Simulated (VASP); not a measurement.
# Cr (Im-3m) in VASP: a series of runs, part 3 of 3

VASP 6.6.1. Earlier steps stand in the parts before.

**6. Single point, LDA, collinear spin, ferromagnetic start (volume scaled by 1.02)**

File INCAR:

```
ALGO = Normal
EDIFF = 1E-6
ENCUT = 520
ISIF = 2
ISMEAR = -1
ISPIN = 2
LASPH = True
LCHARG = False
LMAXMIX = 4
LORBIT = 11
LREAL = False
LWAVE = False
MAGMOM = 3
NBANDS = 16
NELM = 150
PREC = Accurate
SIGMA = 0.05
```

File KPOINTS:

```
k-points
0
Gamma
  12 12 12
```

File POSCAR:

```
Cr
1.0
   -1.4942807567      1.4942807567      1.4942807567
    1.4942807567     -1.4942807567      1.4942807567
    1.4942807567      1.4942807567     -1.4942807567
Cr
1
Direct
    0.0000000000      0.0000000000      0.0000000000
```

Potentials or basis: VASP PAW LDA potentials, release 64 (Cr_pv).

Started as:

```sh
$ cat potpaw_LDA.64/Cr_pv/POTCAR > POTCAR
$ mpirun -np 1 vasp_std > vasp.out
```

OUTCAR:

```text
EDIFF = 1E-6
   ENCUT = 520
   ISIF = 2
   ISMEAR = -1
   ISPIN = 2
   LASPH = True
   LORBIT = 11
   LREAL = False
   NELM = 150
   PREC = Accurate

 ion  position               nearest neighbor table
   1  0.000  0.000  0.000-

  LATTYP: Found a body centered cubic cell.
 ALAT       =     2.9885615134

  Lattice vectors:

 A1 = (  -1.4942807567,   1.4942807567,   1.4942807567)
 A2 = (   1.4942807567,  -1.4942807567,   1.4942807567)
 A3 = (   1.4942807567,   1.4942807567,  -1.4942807567)

Analysis of symmetry for initial positions (statically):
=====================================================================
 Subroutine PRICEL returns:
 Original cell was already a primitive cell.

 Routine SETGRP: Setting up the symmetry group for a
 body centered cubic supercell.

 Subroutine GETGRP returns: Found 48 space group operations
 (whereof 48 operations were pure point group operations)
 out of a pool of 48 trial point group operations.

The static configuration has the point symmetry O_h .

Analysis of symmetry for dynamics (positions and initial velocities):
=====================================================================
 Subroutine PRICEL returns:
 Original cell was already a primitive cell.

 Routine SETGRP: Setting up the symmetry group for a
 body centered cubic supercell.

 Subroutine GETGRP returns: Found 48 space group operations
 (whereof 48 operations were pure point group operations)
 out of a pool of 48 trial point group operations.

The dynamic configuration has the point symmetry O_h .

Analysis of structural, dynamic, and magnetic symmetry:
=====================================================================
 Subroutine PRICEL returns:
 Original cell was already a primitive cell.

 Routine SETGRP: Setting up the symmetry group for a
 body centered cubic supercell.

 Subroutine GETGRP returns: Found 48 space group operations
 (whereof 48 operations were pure point group operations)
 out of a pool of 48 trial point group operations.

The overall configuration has the point symmetry O_h .

 Subroutine INISYM returns: Found 48 space group operations
 (whereof 48 operations are pure point group operations),
 and found     1 'primitive' translations

----------------------------------------------------------------------------------------

                                     Primitive cell

  volume of cell :      13.3462

  direct lattice vectors                    reciprocal lattice vectors
    -1.494280757  1.494280757  1.494280757     0.000000000  0.334609141  0.334609141
     1.494280757 -1.494280757  1.494280757     0.334609141  0.000000000  0.334609141
     1.494280757  1.494280757 -1.494280757     0.334609141  0.334609141  0.000000000

  length of vectors
     2.588170191  2.588170191  2.588170191     0.473208785  0.473208785  0.473208785

  position of ions in fractional coordinates (direct lattice)
     0.000000000  0.000000000  0.000000000

  ion indices of the primitive-cell ions
   primitive index   ion index
                 1           1

----------------------------------------------------------------------------------------
[... 26 lines left out ...]
            Coordinates               Weight
  0.000000  0.000000  0.000000      1.000000
  0.083333  0.000000  0.000000     12.000000
  0.166667  0.000000  0.000000     12.000000
  0.250000  0.000000  0.000000     12.000000
  0.333333  0.000000  0.000000     12.000000
  0.416667  0.000000  0.000000     12.000000
[... 16 lines left out ...]
  0.333333  0.083333  0.083333     24.000000
  0.416667  0.083333  0.083333     12.000000
 [... further k-points ...]
   k-points           NKPTS =     72   k-points in BZ     NKDIM =     72   number of bands    NBANDS=     16
   number of dos      NEDOS =    301   number of ions     NIONS =      1
   total plane-waves  NPLWV =   8000
   dimension x,y,z NGX =    20 NGY =   20 NGZ =   20
   dimension x,y,z NGXF=    40 NGYF=   40 NGZF=   40
   ions per type =               1
   NGX,Y,Z   is equivalent  to a cutoff of  12.85, 12.85, 12.85 a.u.
   NGXF,Y,Z  is equivalent  to a cutoff of  25.69, 25.69, 25.69 a.u.
 SYSTEM =  unknown system
   PREC   = accura    normal or accurate (medium, high low for compatibility)
   ISTART =      0    job   : 0-new  1-cont  2-samecut
   ICHARG =      2    charge: 1-file 2-atom 10-const
   ISPIN  =      2    spin polarized calculation?
   LNONCOLLINEAR =      F non collinear calculations
   LSORBIT =      F    spin-orbit coupling
   LASPH  =      T    aspherical Exc in radial PAW
   ENCUT  =  520.0 eV  38.22 Ry    6.18 a.u.   4.81  4.81  4.81*2*pi/ulx,y,z
   NELM   =    150;   NELMIN=  2; NELMDL= -5     # of ELM steps
   EDIFF  = 0.1E-05   stopping-criterion for ELM
   LREAL  =      F    real-space projection
[... 7 lines left out ...]
   TEBEG  =    0.0;   TEEND  =   0.0 temperature during run
   PSTRESS=    0.0 pullay stress
   NELECT =      12.0000    total number of electrons
   NUPDOWN=      -1.0000    fix difference up-down
   EMIN   =  10.00;   EMAX   =-10.00  energy-range for DOS
   EFERMI =   0.00;   METHOD = LEGACY
   ISMEAR =    -1;   SIGMA  =   0.05  broadening in eV -4-tet -1-fermi 0-gaus
   EFERMI_NEDOS =   21; number of points for ismear=-14 and -15
   IALGO  =     38    algorithm
   IMIX   =      4    mixing-type and parameters
     AMIX     =   0.40;   BMIX     =  1.00
     AMIX_MAG =   1.60;   BMIX_MAG =  1.00
  volume/ion in A,a.u.               =      13.35        90.06
  Fermi-wavevector in a.u.,A,eV,Ry     =   1.580094  2.985946 33.969645  2.496698
  Thomas-Fermi vector in A             =   2.680374
   LORBIT       =     11    0 simple, 1 ext, 2 COOP (PROOUT), +10 PAW based schemes
   GGA     = CA    functional components
   LHFCALC =     F    Hartree Fock is set to
   AEXX    =    0.0000 exact exchange contribution
   IVDW    =     0    specifies the selected vdW correction
   LEPSILON=     F    determine dielectric tensor
   LRPA    =     F    only Hartree local field effects (RPA)
 spin polarized calculation
  energy-cutoff  :      520.00
  volume of cell :       13.35
 maximum number of plane-waves:       370
   NGX =  9   NGY =  9   NGZ =  9

 number of electron      11.9999997 magnetization       0.0444371

 number of electron      11.9999997 magnetization      -0.0000538

 Free energy of the ion-electron system (eV)
  ---------------------------------------------------
  ext. energy  EPLUGINS =         0.00000000
  ---------------------------------------------------
  free energy    TOTEN  =       -10.25634058 eV

  energy without entropy =      -10.25029375  energy(sigma->0) =      -10.25331716

 E-fermi :   8.8122     XC(G=0): -13.1727

 val. band max:        8.7549312832   @ k =   0.1667   0.0000   0.0000
 cond. band min:       8.8614120078   @ k =   0.4167   0.0833   0.0000
 fundamental gap:      0.1064807246
 Fermi energy:         8.8121699444

 spin component 1

 k-point     1 :       0.0000    0.0000    0.0000
  band No.  band energies     occupation
      1     -33.6459      1.00000
      2     -33.6459      1.00000
      3     -33.6459      1.00000
      4       1.5921      1.00000
      5       8.1016      1.00000
      6       8.1016      1.00000
[... 435 lines left out ...]
      5       6.7719      1.00000
      6       8.6452      0.96577
[... 8 lines left out ...]
     15      37.5261      0.00000
     16      39.0051      0.00000

 [... further k-points ...]

 spin component 2

 k-point     1 :       0.0000    0.0000    0.0000
  band No.  band energies     occupation
      1     -33.6459      1.00000
      2     -33.6459      1.00000
      3     -33.6459      1.00000
      4       1.5920      1.00000
      5       8.1016      1.00000
      6       8.1016      1.00000
[... 435 lines left out ...]
      5       6.7719      1.00000
      6       8.6452      0.96578
[... 8 lines left out ...]
     15      37.5260      0.00000
     16      39.0050      0.00000

 [... further k-points ...]
[... 5 lines left out ...]
  --------------------------------------------------------------------------------------
  -------------------------------------------------------------------------------------
  Total       -3.3517592     -3.3517592     -3.3517592      0.0000000     -0.0000000      0.0000000
  in kB     -402.3711102   -402.3711102   -402.3711102      0.0000000     -0.0000000      0.0000000
  external PRESSURE =    -402.3711102 kB  Pullay stress =       0.0000000 kB

 VOLUME and BASIS-vectors are now :
 -----------------------------------------------------------------------------
  energy-cutoff  :      520.00
  volume of cell :       13.35
      direct lattice vectors                 reciprocal lattice vectors
    -1.494280757  1.494280757  1.494280757     0.000000000  0.334609141  0.334609141
     1.494280757 -1.494280757  1.494280757     0.334609141  0.000000000  0.334609141
     1.494280757  1.494280757 -1.494280757     0.334609141  0.334609141  0.000000000

 POSITION                                       TOTAL-FORCE (eV/Angst)
 -----------------------------------------------------------------------------------
      0.00000      0.00000      0.00000        -0.000000      0.000000     -0.000000
 -----------------------------------------------------------------------------------
    total drift:                                0.000000     -0.000000      0.000000

  FREE ENERGIE OF THE ION-ELECTRON SYSTEM (eV)
  ---------------------------------------------------
  free  energy   TOTEN  =       -10.2563405802 eV

  energy  without entropy=      -10.2502937456  energy(sigma->0) =      -10.25331716

 total charge

# of ion       s       p       d       tot
------------------------------------------
    1        0.383   6.312   4.099  10.794

 magnetization (x)

# of ion       s       p       d       tot
------------------------------------------
    1        0.000  -0.000  -0.000  -0.000
```

stdout:

```text
POSCAR found type information on POSCAR Cr
 POSCAR found :  1 types and       1 ions
 scaLAPACK will be used
 LDA part: xc-table for (Slater(with rela. corr.)+CA(PZ))
 , standard interpolation
 POSCAR, INCAR and KPOINTS ok, starting setup
 FFT: planning ... GRIDC
 FFT: planning ... GRID_SOFT
 FFT: planning ... GRID
 WAVECAR not read
 entering main loop
```

Wall time 24 s (1 thread of Intel Xeon Platinum 8259CL at 2.50GHz (Skylake/Cascade Lake), shared host); peak memory 0.13 GiB.

Results:

- Free energy: -10.2563 eV
- Pressure: -40.2 GPa
- Band gap on the k mesh: zero (filled and empty bands overlap)
- Net moment: 0.00 μB per cell
- Valence electrons inside the program's atomic spheres: Cr 10.79

Caveat: the starting moments collapsed, and a magnetic state may lie lower.
